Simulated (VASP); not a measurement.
# GaAs (F-43m) in VASP: further runs, part 2 of 2

VASP 6.6.1. Earlier steps stand in the parts before.

## Step 3: Single point, PBEsol

This run uses another cell than the first one, of 22.64 Å³/atom, 0.953 times its volume.

INCAR reads:

```
SYSTEM = GaAs
PREC = Accurate
ENCUT = 520
EDIFF = 1E-6
ISMEAR = 0
SIGMA = 0.05
LREAL = .False.
LASPH = .True.
NELM = 60
ALGO = Normal
ISIF = 2
LWAVE = .False.
LCHARG = .False.
GGA = PS
NBANDS = 16
```

KPOINTS reads:

```
regular mesh
0
Gamma
  10 10 10
  0 0 0
```

POSCAR reads:

```
GaAs
1.0
    0.0000000000      2.8289295030      2.8289295030
    2.8289295030      0.0000000000      2.8289295030
    2.8289295030      2.8289295030      0.0000000000
Ga As
1 1
Direct
    0.0000000000      0.0000000000      0.0000000000
    0.2500000000      0.2500000000      0.2500000000
```

Potentials or basis: VASP PAW PBE potentials, release 64 (Ga_d, As).

On the command line:

```
$ cat potpaw_PBE.64/Ga_d/POTCAR potpaw_PBE.64/As/POTCAR > POTCAR
$ mpirun -np 1 vasp_std > vasp.out
```

OUTCAR:

```text
SYSTEM = GaAs
   PREC = Accurate
   ENCUT = 520
   EDIFF = 1E-6
   ISMEAR = 0
   LREAL = .False.
   LASPH = .True.
   NELM = 60
   ISIF = 2
   GGA = PS

 ion  position               nearest neighbor table
   1  0.000  0.000  0.000-   2 2.45   2 2.45   2 2.45   2 2.45
   2  0.250  0.250  0.250-   1 2.45   1 2.45   1 2.45   1 2.45

  LATTYP: Found a face centered cubic cell.
 ALAT       =     5.6578590060

  Lattice vectors:

 A1 = (   0.0000000000,   2.8289295030,   2.8289295030)
 A2 = (   2.8289295030,   0.0000000000,   2.8289295030)
 A3 = (   2.8289295030,   2.8289295030,   0.0000000000)

Analysis of symmetry for initial positions (statically):
=====================================================================
 Subroutine PRICEL returns:
 Original cell was already a primitive cell.

 Routine SETGRP: Setting up the symmetry group for a
 face centered cubic supercell.

 Subroutine GETGRP returns: Found 24 space group operations
 (whereof 24 operations were pure point group operations)
 out of a pool of 48 trial point group operations.

The static configuration has the point symmetry T_d .

Analysis of symmetry for dynamics (positions and initial velocities):
=====================================================================
 Subroutine PRICEL returns:
 Original cell was already a primitive cell.

 Routine SETGRP: Setting up the symmetry group for a
 face centered cubic supercell.

 Subroutine GETGRP returns: Found 24 space group operations
 (whereof 24 operations were pure point group operations)
 out of a pool of 48 trial point group operations.

The dynamic configuration has the point symmetry T_d .

 Subroutine INISYM returns: Found 24 space group operations
 (whereof 24 operations are pure point group operations),
 and found     1 'primitive' translations

----------------------------------------------------------------------------------------

[... 105 lines left out ...]
   EMIN   =  10.00;   EMAX   =-10.00  energy-range for DOS
   EFERMI =   0.00;   METHOD = LEGACY
   ISMEAR =     0;   SIGMA  =   0.05  broadening in eV -4-tet -1-fermi 0-gaus
   EFERMI_NEDOS =   21; number of points for ismear=-14 and -15
   IALGO  =     38    algorithm
   IMIX   =      4    mixing-type and parameters
     AMIX     =   0.40;   BMIX     =  1.00
     AMIX_MAG =   1.60;   BMIX_MAG =  1.00
  volume/ion in A,a.u.               =      22.64       152.78
  Fermi-wavevector in a.u.,A,eV,Ry     =   1.203742  2.274743 19.714783  1.448996
  Thomas-Fermi vector in A             =   2.339487
   LORBIT       =      0    0 simple, 1 ext, 2 COOP (PROOUT), +10 PAW based schemes
   GGA     = PS    functional components
   LHFCALC =     F    Hartree Fock is set to
   AEXX    =    0.0000 exact exchange contribution
   IVDW    =     0    specifies the selected vdW correction
   LEPSILON=     F    determine dielectric tensor
   LRPA    =     F    only Hartree local field effects (RPA)
 non-spin polarized calculation
 Gauss-broadening in eV      SIGMA  =   0.05
  energy-cutoff  :      520.00
  volume of cell :       45.28
 maximum number of plane-waves:      1243
 NGX is ok and might be reduce to    30
   NGX = 15   NGY = 15   NGZ = 15

 number of electron      17.9999993 magnetization

 Free energy of the ion-electron system (eV)
  ---------------------------------------------------
  ext. energy  EPLUGINS =         0.00000000
  ---------------------------------------------------
  free energy    TOTEN  =        -9.09149646 eV

  energy without entropy =       -9.09149646  energy(sigma->0) =       -9.09149646

 E-fermi :   3.9860     XC(G=0):  -9.7632

 val. band max:        3.7831938823   @ k =   0.0000   0.0000   0.0000
 cond. band min:       4.2227727437   @ k =   0.0000   0.0000   0.0000
 fundamental gap:      0.4395788614
 Fermi energy:         3.9859623431

 k-point     1 :       0.0000    0.0000    0.0000
  band No.  band energies     occupation
      1     -10.9868      2.00000
      2     -10.9868      2.00000
      3     -10.9868      2.00000
      4     -10.9072      2.00000
      5     -10.9072      2.00000
      6      -8.9532      2.00000
[... 433 lines left out ...]
      3     -10.9491      2.00000
      4     -10.9252      2.00000
      5     -10.8976      2.00000
      6      -7.2134      2.00000
[... 8 lines left out ...]
     15      16.0231      0.00000
     16      16.4922      0.00000

 [... further k-points ...]
[... 5 lines left out ...]
  --------------------------------------------------------------------------------------
  -------------------------------------------------------------------------------------
  Total        0.0569226      0.0569226      0.0569226      0.0000000      0.0000000      0.0000000
  in kB        2.0141834      2.0141834      2.0141834      0.0000000      0.0000000      0.0000000
  external PRESSURE =       2.0141834 kB  Pullay stress =       0.0000000 kB

 VOLUME and BASIS-vectors are now :
 -----------------------------------------------------------------------------
  energy-cutoff  :      520.00
  volume of cell :       45.28
      direct lattice vectors                 reciprocal lattice vectors
     0.000000000  2.828929503  2.828929503    -0.176745302  0.176745302  0.176745302
     2.828929503  0.000000000  2.828929503     0.176745302 -0.176745302  0.176745302
     2.828929503  2.828929503  0.000000000     0.176745302  0.176745302 -0.176745302

 POSITION                                       TOTAL-FORCE (eV/Angst)
 -----------------------------------------------------------------------------------
      0.00000      0.00000      0.00000         0.000000      0.000000     -0.000000
      1.41446      1.41446      1.41446        -0.000000     -0.000000      0.000000
 -----------------------------------------------------------------------------------
    total drift:                                0.000000      0.000000      0.000000

  FREE ENERGIE OF THE ION-ELECTRON SYSTEM (eV)
  ---------------------------------------------------
  free  energy   TOTEN  =        -9.0914964649 eV

  energy  without entropy=       -9.0914964649  energy(sigma->0) =       -9.09149646
```

OSZICAR:

```text
N       E                     dE             d eps       ncg     rms          rms(c)
DAV:   1     0.861717909452E+02    0.86172E+02   -0.90501E+03  1520   0.154E+03
DAV:   2    -0.224631136234E+01   -0.88418E+02   -0.83289E+02  1744   0.319E+02
DAV:   3    -0.918142021457E+01   -0.69351E+01   -0.69150E+01  1784   0.680E+01
DAV:   4    -0.928855444117E+01   -0.10713E+00   -0.10712E+00  1872   0.942E+00
DAV:   5    -0.929012251656E+01   -0.15681E-02   -0.15680E-02  1904   0.103E+00    0.293E+00
DAV:   6    -0.912459164266E+01    0.16553E+00   -0.22503E-01  2280   0.918E+00    0.173E+00
DAV:   7    -0.909309123285E+01    0.31500E-01   -0.59037E-02  2232   0.202E+00    0.534E-01
DAV:   8    -0.909128268414E+01    0.18085E-02   -0.92321E-03  1856   0.109E+00    0.105E-01
DAV:   9    -0.909144456562E+01   -0.16188E-03   -0.68800E-04  1888   0.324E-01    0.421E-02
DAV:  10    -0.909147582171E+01   -0.31256E-04   -0.51024E-05  2256   0.714E-02    0.226E-02
DAV:  11    -0.909149646497E+01   -0.20643E-04   -0.23833E-05  1696   0.492E-02    0.262E-03
DAV:  12    -0.909149646492E+01    0.50022E-10   -0.78552E-07  1448   0.141E-02
   1 F= -.90914965E+01 E0= -.90914965E+01  d E =-.610133E-11
```

stdout:

```text
POSCAR found type information on POSCAR GaAs
 POSCAR found :  2 types and       2 ions
 scaLAPACK will be used
 -----------------------------------------------------------------------------
|                                                                             |
|                                                                             |
|     You enforced a specific xc type in the INCAR file but a different       |
|     I HOPE YOU KNOW WHAT YOU ARE DOING!                                     |
|                                                                             |
 -----------------------------------------------------------------------------

 LDA part: xc-table for (Slater+PW92), standard interpolation
 POSCAR, INCAR and KPOINTS ok, starting setup
 FFT: planning ... GRIDC
 FFT: planning ... GRID_SOFT
 FFT: planning ... GRID
 WAVECAR not read
 entering main loop
```

Wall time 14 s (1 thread of Intel Xeon 6975P-C (Granite Rapids), shared host); peak memory 0.18 GiB.

What came out:

```yaml
Free_energy: -9.0915 eV
Pressure: 0.2 GPa
Band_gap_on_the_k_mesh: 0.44 eV, direct
```

Levels at points of the mesh, in eV from the valence-band top:
```csv
k point,band 5,band 6,band 7,band 8,band 9,band 10,band 11,band 12,band 13,band 14
"(0.00, 0.00, 0.00)",-14.69,-12.74,0.00,0.00,0.00,0.44,3.69,3.69,3.69,7.38
"(0.50, 0.00, 0.00)",-14.69,-10.96,-6.67,-1.15,-1.15,0.92,4.58,4.58,7.58,10.26
"(0.50, 0.50, 0.00)",-14.68,-10.22,-6.84,-2.69,-2.69,1.35,1.57,10.11,10.11,10.85
```

Caveat: the PAW data sets were made with another functional, which shifts forces and pressure a little.

## Step 4: Single point, PBEsol

This run uses another cell than the first one, of 22.64 Å³/atom, 0.953 times its volume.

INCAR reads:

```
SYSTEM = GaAs
PREC = Accurate ; ENCUT = 520
EDIFF = 1E-6 ; ISMEAR = 0
SIGMA = 0.02 ; LREAL = .FALSE.
LASPH = .TRUE. ; NELM = 100
ALGO = Normal ; ISIF = 2
LWAVE = .FALSE. ; LCHARG = .FALSE.
GGA = PS ; NBANDS = 16
```

KPOINTS reads:

```
regular mesh
0
G
  10 10 10
  0 0 0
```

POSCAR is that of step 3.

On the command line:

```
$ cat potpaw_PBE.64/Ga_d/POTCAR potpaw_PBE.64/As/POTCAR > POTCAR
$ mpirun -np 1 vasp_std > vasp.out
```

Run time: 14 s. Hardware: 1 thread of Intel Xeon 6975P-C (Granite Rapids), shared host; peak memory 0.18 GiB.

Results (log left out):

| Item | Value |
| --- | --- |
| Free energy | -9.0915 eV |
| Pressure | 0.2 GPa |
| Band gap on the k mesh | 0.44 eV, direct |

Levels at points of the mesh, in eV from the valence-band top:
```tsv
k point	band 5	band 6	band 7	band 8	band 9	band 10	band 11	band 12	band 13	band 14
(0.00, 0.00, 0.00)	-14.69	-12.74	0.00	0.00	0.00	0.44	3.69	3.69	3.69	7.38
(0.50, 0.00, 0.00)	-14.69	-10.96	-6.67	-1.15	-1.15	0.92	4.58	4.58	7.58	10.26
(0.50, 0.50, 0.00)	-14.68	-10.22	-6.84	-2.69	-2.69	1.35	1.57	10.11	10.11	10.85
```

Caveat: the PAW data sets were made with another functional, which shifts forces and pressure a little.

## Step 5: Summary

| cell | k mesh | smearing | gap on the mesh (eV) | pressure (GPa) |
| --- | --- | --- | --- | --- |
| a = 4.066 Å, angles 60.0°, 2 atoms | 6 × 6 × 6 | gaussian 0.1 eV | 0.08 | -2.8 |
| a = 4.001 Å, angles 60.0°, 2 atoms | 10 × 10 × 10 | gaussian 0.05 eV | 0.44 | 0.2 |
| a = 4.001 Å, angles 60.0°, 2 atoms | 10 × 10 × 10 | gaussian 0.02 eV | 0.44 | 0.2 |

Alike in all rows: task single point; level PBEsol; potentials or basis VASP PAW PBE potentials, release 64 (Ga_d, As); no spin polarisation; cutoff (eV) 520.

Caveats: the PAW data sets were made with another functional, which shifts forces and pressure a little.

Absolute energies hang on the potentials; compare differences alone.
